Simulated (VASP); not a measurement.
# Cs (P6_3/mmc) in VASP: single point with revPBE

Aim: the single point of Cs with revPBE.

Everything below comes from runs of VASP 6.6.1. Logs are shortened: lines on timing, memory, paths and dates and some standing lists are left out, and cuts for length are marked.

### 1 The cell of the first run

It takes space group P6_3/mmc (No. 194, hexagonal). The conventional cell has a = 5.566 Å, b = 5.566 Å, c = 9.258 Å, α = 90.00°, β = 90.00°, γ = 120.00°.

### 2 Single point, revPBE

Input file INCAR:

```
PREC = Accurate ; ENCUT = 520
EDIFF = 1E-7 ; ISMEAR = -1
SIGMA = 0.1 ; LREAL = False
LASPH = True ; NELM = 100
ALGO = Normal ; ISIF = 2
LWAVE = False ; LCHARG = False
GGA = RE ; NBANDS = 16
```

Input file KPOINTS:

```
regular mesh
0
Gamma
  5 5 3
```

Input file POSCAR:

```
Cs
1.0
    5.5663060500      0.0000000000      0.0000000000
   -2.7831530300      4.8205624500      0.0000000000
    0.0000000000      0.0000000000      9.2584789600
Cs
2
Direct
    0.3333333333      0.6666666667      0.2500000000
    0.6666666667      0.3333333333      0.7500000000
```

Potentials or basis: VASP PAW PBE potentials, release 64 (Cs_sv).

Started as:

```bash
$ cat potpaw_PBE.64/Cs_sv/POTCAR > POTCAR
$ mpirun -np 1 vasp_std > vasp.out
```

OUTCAR:

```text
PREC = Accurate
   ENCUT = 520
   EDIFF = 1E-7
   ISMEAR = -1
   LREAL = False
   LASPH = True
   NELM = 100
   ISIF = 2
   GGA = RE

 ion  position               nearest neighbor table
   1  0.333  0.667  0.250-
   2  0.667  0.333  0.750-

  LATTYP: Found a hexagonal cell.
 ALAT       =     5.5663060500
 C/A-ratio  =     1.6633075646

  Lattice vectors:

 A1 = (   5.5663060500,   0.0000000000,   0.0000000000)
 A2 = (  -2.7831530300,   4.8205624500,   0.0000000000)
 A3 = (   0.0000000000,   0.0000000000,   9.2584789600)

Analysis of symmetry for initial positions (statically):
=====================================================================
 Subroutine PRICEL returns:
 Original cell was already a primitive cell.

 Routine SETGRP: Setting up the symmetry group for a
 hexagonal supercell.

 Subroutine GETGRP returns: Found 24 space group operations
 (whereof 12 operations were pure point group operations)
 out of a pool of 24 trial point group operations.

The static configuration has the point symmetry D_3d.
 The point group associated with its full space group is D_6h.

Analysis of symmetry for dynamics (positions and initial velocities):
=====================================================================
 Subroutine PRICEL returns:
 Original cell was already a primitive cell.

 Routine SETGRP: Setting up the symmetry group for a
 hexagonal supercell.

 Subroutine GETGRP returns: Found 24 space group operations
 (whereof 12 operations were pure point group operations)
 out of a pool of 24 trial point group operations.

The dynamic configuration has the point symmetry D_3d.
 The point group associated with its full space group is D_6h.

 Subroutine INISYM returns: Found 24 space group operations
 (whereof 12 operations are pure point group operations),
 and found     1 'primitive' translations

----------------------------------------------------------------------------------------

                                     Primitive cell

  volume of cell :     248.4302

  direct lattice vectors                    reciprocal lattice vectors
     5.566306050  0.000000000  0.000000000     0.179652357  0.103722337  0.000000000
    -2.783153030  4.820562450  0.000000000     0.000000000  0.207444673  0.000000000
     0.000000000  0.000000000  9.258478960     0.000000000  0.000000000  0.108009102

  length of vectors
     5.566306050  5.566306057  9.258478960     0.207444673  0.207444673  0.108009102

  position of ions in fractional coordinates (direct lattice)
     0.333333333  0.666666667  0.250000000
     0.666666667  0.333333333  0.750000000

  ion indices of the primitive-cell ions
   primitive index   ion index
                 1           1
                 2           2

----------------------------------------------------------------------------------------

 KPOINTS: regular mesh

Automatic generation of k-mesh.
 Grid dimensions read from file:
 generate k-points for:    5    5    3

 Generating k-lattice:

  Cartesian coordinates                     Fractional coordinates (reciprocal lattice)
     0.035930471  0.020744467  0.000000000     0.200000000  0.000000000  0.000000000
     0.000000000  0.041488935  0.000000000     0.000000000  0.200000000  0.000000000
     0.000000000  0.000000000  0.036003034     0.000000000  0.000000000  0.333333333

  Length of vectors
     0.041488935  0.041488935  0.036003034

  Shift w.r.t. Gamma in fractional coordinates (k-lattice)
     0.000000000  0.000000000  0.000000000

 Subroutine IBZKPT returns following result:
 ===========================================

 Found     10 irreducible k-points:

 Following reciprocal coordinates:
            Coordinates               Weight
  0.000000  0.000000  0.000000      1.000000
  0.200000  0.000000  0.000000      6.000000
  0.400000  0.000000  0.000000      6.000000
  0.200000  0.200000  0.000000      6.000000
  0.400000  0.200000  0.000000      6.000000
  0.000000  0.000000  0.333333      2.000000
  0.200000  0.000000  0.333333     12.000000
  0.400000  0.000000  0.333333     12.000000
  0.200000  0.200000  0.333333     12.000000
  0.400000  0.200000  0.333333     12.000000
   k-points           NKPTS =     10   k-points in BZ     NKDIM =     10   number of bands    NBANDS=     16
   number of dos      NEDOS =    301   number of ions     NIONS =      2
   total plane-waves  NPLWV = 123480
   dimension x,y,z NGX =    42 NGY =   42 NGZ =   70
   dimension x,y,z NGXF=    84 NGYF=   84 NGZF=  140
   ions per type =               2
   NGX,Y,Z   is equivalent  to a cutoff of  12.54, 12.54, 12.57 a.u.
   NGXF,Y,Z  is equivalent  to a cutoff of  25.09, 25.09, 25.14 a.u.
 SYSTEM =  unknown system
   PREC   = accura    normal or accurate (medium, high low for compatibility)
   ISTART =      0    job   : 0-new  1-cont  2-samecut
   ICHARG =      2    charge: 1-file 2-atom 10-const
   ISPIN  =      1    spin polarized calculation?
   LNONCOLLINEAR =      F non collinear calculations
   LSORBIT =      F    spin-orbit coupling
   LASPH  =      T    aspherical Exc in radial PAW
   ENCUT  =  520.0 eV  38.22 Ry    6.18 a.u.  10.35 10.35 17.21*2*pi/ulx,y,z
   NELM   =    100;   NELMIN=  2; NELMDL= -5     # of ELM steps
   EDIFF  = 0.1E-06   stopping-criterion for ELM
   LREAL  =      F    real-space projection
   EDIFFG = 0.1E-05   stopping-criterion for IOM
   NSW    =      0    number of steps for IOM
   IBRION =     -1    ionic relax: 0-MD 1-quasi-New 2-CG
   NFREE  =      0    steps in history (QN), initial steepest desc. (CG)
   ISIF   =      2    stress and relaxation
   ISYM   =      2    0-nonsym 1-usesym 2-fastsym
   POTIM  = 0.5000    time-step for ionic-motion
   TEBEG  =    0.0;   TEEND  =   0.0 temperature during run
   PSTRESS=    0.0 pullay stress
   NELECT =      18.0000    total number of electrons
   NUPDOWN=      -1.0000    fix difference up-down
   EMIN   =  10.00;   EMAX   =-10.00  energy-range for DOS
   EFERMI =   0.00;   METHOD = LEGACY
   ISMEAR =    -1;   SIGMA  =   0.10  broadening in eV -4-tet -1-fermi 0-gaus
   EFERMI_NEDOS =   21; number of points for ismear=-14 and -15
   IALGO  =     38    algorithm
   IMIX   =      4    mixing-type and parameters
     AMIX     =   0.40;   BMIX     =  1.00
     AMIX_MAG =   1.60;   BMIX_MAG =  1.00
  volume/ion in A,a.u.               =     124.22       838.24
  Fermi-wavevector in a.u.,A,eV,Ry     =   0.682492  1.289723  6.337529  0.465795
  Thomas-Fermi vector in A             =   1.761581
   LORBIT       =      0    0 simple, 1 ext, 2 COOP (PROOUT), +10 PAW based schemes
   GGA     = RE    functional components
   LHFCALC =     F    Hartree Fock is set to
   AEXX    =    0.0000 exact exchange contribution
   IVDW    =     0    specifies the selected vdW correction
   LEPSILON=     F    determine dielectric tensor
   LRPA    =     F    only Hartree local field effects (RPA)
 non-spin polarized calculation
  energy-cutoff  :      520.00
  volume of cell :      248.43
 maximum number of plane-waves:      6718
 NGX is ok and might be reduce to    42
   NGX = 21   NGY = 21   NGZ = 35

 number of electron      18.0000000 magnetization

 Free energy of the ion-electron system (eV)
  ---------------------------------------------------
  ext. energy  EPLUGINS =         0.00000000
  ---------------------------------------------------
  free energy    TOTEN  =        -1.56207287 eV

  energy without entropy =       -1.50138823  energy(sigma->0) =       -1.53173055

 E-fermi :   0.3884     XC(G=0):  -5.1039

 val. band max:        0.3587916583   @ k =   0.0000   0.0000   0.0000
 cond. band min:       0.5050095320   @ k =   0.2000   0.2000   0.3333
 fundamental gap:      0.1462178737
 Fermi energy:         0.3883848947

 k-point     1 :       0.0000    0.0000    0.0000
  band No.  band energies     occupation
      1     -23.5702      2.00000
      2     -23.5665      2.00000
      3     -10.4326      2.00000
      4     -10.3483      2.00000
      5     -10.3483      2.00000
      6     -10.3368      2.00000
      7     -10.3357      2.00000
      8     -10.3357      2.00000
      9      -1.2125      2.00000
     10       0.3588      1.14690
     11       0.9984      0.00448
     12       2.7184      0.00000
     13       2.7665      0.00000
     14       2.7665      0.00000
     15       3.0502      0.00000
     16       3.0502      0.00000

 k-point     2 :       0.2000    0.0000    0.0000
  band No.  band energies     occupation
      1     -23.5689      2.00000
      2     -23.5658      2.00000
      3     -10.4207      2.00000
      4     -10.3766      2.00000
      5     -10.3645      2.00000
      6     -10.3568      2.00000
      7     -10.3412      2.00000
      8     -10.3409      2.00000
      9      -0.8746      1.99999
     10       0.7188      0.07084
     11       1.0194      0.00363
     12       2.0342      0.00000
     13       2.4783      0.00000
     14       2.7934      0.00000
     15       3.0729      0.00000
     16       3.0915      0.00000

 k-point     3 :       0.4000    0.0000    0.0000
  band No.  band energies     occupation
      1     -23.5665      2.00000
      2     -23.5649      2.00000
      3     -10.4226      2.00000
      4     -10.4088      2.00000
      5     -10.3956      2.00000
      6     -10.3699      2.00000
      7     -10.3539      2.00000
      8     -10.3497      2.00000
      9      -0.0056      1.96184
     10       1.0727      0.00213
     11       1.1301      0.00120
     12       1.3456      0.00014
     13       2.0643      0.00000
     14       2.2046      0.00000
     15       2.7535      0.00000
     16       3.6318      0.00000

 k-point     4 :       0.2000    0.2000    0.0000
  band No.  band energies     occupation
      1     -23.5670      2.00000
      2     -23.5650      2.00000
      3     -10.4018      2.00000
      4     -10.4016      2.00000
      5     -10.4008      2.00000
      6     -10.3700      2.00000
      7     -10.3575      2.00000
      8     -10.3503      2.00000
      9      -0.2595      1.99693
     10       1.1117      0.00144
     11       1.2658      0.00031
     12       1.5131      0.00003
     13       2.0095      0.00000
     14       2.3598      0.00000
     15       2.5178      0.00000
     16       3.4177      0.00000

 k-point     5 :       0.4000    0.2000    0.0000
  band No.  band energies     occupation
      1     -23.5656      2.00000
      2     -23.5648      2.00000
      3     -10.4213      2.00000
      4     -10.4074      2.00000
      5     -10.3877      2.00000
      6     -10.3825      2.00000
      7     -10.3696      2.00000
      8     -10.3633      2.00000
      9       0.6375      0.15297
     10       0.8264      0.02473
     11       1.2784      0.00027
     12       1.3374      0.00015
     13       1.9574      0.00000
     14       2.2778      0.00000
     15       2.3655      0.00000
     16       3.1726      0.00000

 k-point     6 :       0.0000    0.0000    0.3333
  band No.  band energies     occupation
      1     -23.5693      2.00000
      2     -23.5675      2.00000
      3     -10.4091      2.00000
      4     -10.3613      2.00000
      5     -10.3452      2.00000
      6     -10.3452      2.00000
      7     -10.3389      2.00000
      8     -10.3389      2.00000
      9      -0.9571      2.00000
     10      -0.2811      1.99753
     11       1.5783      0.00001
     12       2.3176      0.00000
     13       2.7421      0.00000
     14       2.7421      0.00000
     15       2.8790      0.00000
     16       2.8790      0.00000

 k-point     7 :       0.2000    0.0000    0.3333
  band No.  band energies     occupation
      1     -23.5681      2.00000
      2     -23.5666      2.00000
      3     -10.4064      2.00000
      4     -10.3785      2.00000
      5     -10.3678      2.00000
      6     -10.3528      2.00000
      7     -10.3507      2.00000
      8     -10.3449      2.00000
      9      -0.6340      1.99993
     10       0.0155      1.95310
     11       1.6008      0.00001
     12       2.1261      0.00000
     13       2.3033      0.00000
     14       2.4324      0.00000
     15       2.9582      0.00000
     16       3.0778      0.00000

 k-point     8 :       0.4000    0.0000    0.3333
  band No.  band energies     occupation
      1     -23.5661      2.00000
      2     -23.5653      2.00000
      3     -10.4289      2.00000
      4     -10.4203      2.00000
      5     -10.3751      2.00000
      6     -10.3649      2.00000
      7     -10.3564      2.00000
      8     -10.3547      2.00000
      9       0.1652      1.80615
     10       0.6170      0.18452
     11       1.3207      0.00018
     12       1.4472      0.00005
     13       1.9775      0.00000
     14       2.2140      0.00000
     15       2.9426      0.00000
     16       3.4555      0.00000

 k-point     9 :       0.2000    0.2000    0.3333
  band No.  band energies     occupation
      1     -23.5665      2.00000
      2     -23.5655      2.00000
      3     -10.4143      2.00000
      4     -10.4076      2.00000
      5     -10.3760      2.00000
      6     -10.3723      2.00000
      7     -10.3601      2.00000
      8     -10.3516      2.00000
      9      -0.0550      1.97654
     10       0.5050      0.47507
     11       1.5579      0.00002
     12       1.6206      0.00001
     13       2.1340      0.00000
     14       2.1433      0.00000
     15       2.5738      0.00000
     16       3.2359      0.00000

 k-point    10 :       0.4000    0.2000    0.3333
  band No.  band energies     occupation
      1     -23.5654      2.00000
      2     -23.5650      2.00000
      3     -10.4254      2.00000
      4     -10.4189      2.00000
      5     -10.3896      2.00000
      6     -10.3784      2.00000
      7     -10.3635      2.00000
      8     -10.3555      2.00000
      9       0.7597      0.04766
     10       0.8531      0.01900
     11       1.2216      0.00048
     12       1.3870      0.00009
     13       1.6453      0.00001
     14       1.9734      0.00000
     15       2.6720      0.00000
     16       3.2852      0.00000

------------------------ aborting loop because EDIFF is reached ----------------------------------------

  FORCE on cell =-STRESS in cart. coord.  units (eV):
  Direction    XX          YY          ZZ          XY          YZ          ZX
  --------------------------------------------------------------------------------------
  -------------------------------------------------------------------------------------
  Total        0.1189653      0.1189653      0.0523001     -0.0000000     -0.0000000     -0.0000000
  in kB        0.7672314      0.7672314      0.3372943     -0.0000000     -0.0000000     -0.0000000
  external PRESSURE =       0.6239190 kB  Pullay stress =       0.0000000 kB

 VOLUME and BASIS-vectors are now :
 -----------------------------------------------------------------------------
  energy-cutoff  :      520.00
  volume of cell :      248.43
      direct lattice vectors                 reciprocal lattice vectors
     5.566306050  0.000000000  0.000000000     0.179652357  0.103722337  0.000000000
    -2.783153030  4.820562450  0.000000000     0.000000000  0.207444673  0.000000000
     0.000000000  0.000000000  9.258478960     0.000000000  0.000000000  0.108009102

 POSITION                                       TOTAL-FORCE (eV/Angst)
 -----------------------------------------------------------------------------------
     -0.00000      3.21371      2.31462        -0.000000     -0.000000      0.000000
      2.78315      1.60685      6.94386         0.000000      0.000000      0.000000
 -----------------------------------------------------------------------------------
    total drift:                                0.000000     -0.000000      0.000000

  FREE ENERGIE OF THE ION-ELECTRON SYSTEM (eV)
  ---------------------------------------------------
  free  energy   TOTEN  =        -1.5620728672 eV

  energy  without entropy=       -1.5013882309  energy(sigma->0) =       -1.53173055
```

Wall time 51 s (1 thread of Intel Xeon 6975P-C, shared host); peak memory 0.33 GiB.

What came out:

```
Free energy            : -1.5621 eV
Pressure               : 0.1 GPa
Band gap on the k mesh : zero (band 9 reaches 0.76 eV, above the bottom of band 10 at -0.28 eV)
```

Caveat: the PAW data sets were made with another functional, which shifts forces and pressure a little; spin-orbit coupling is left out, which moves the levels of the heavy elements.
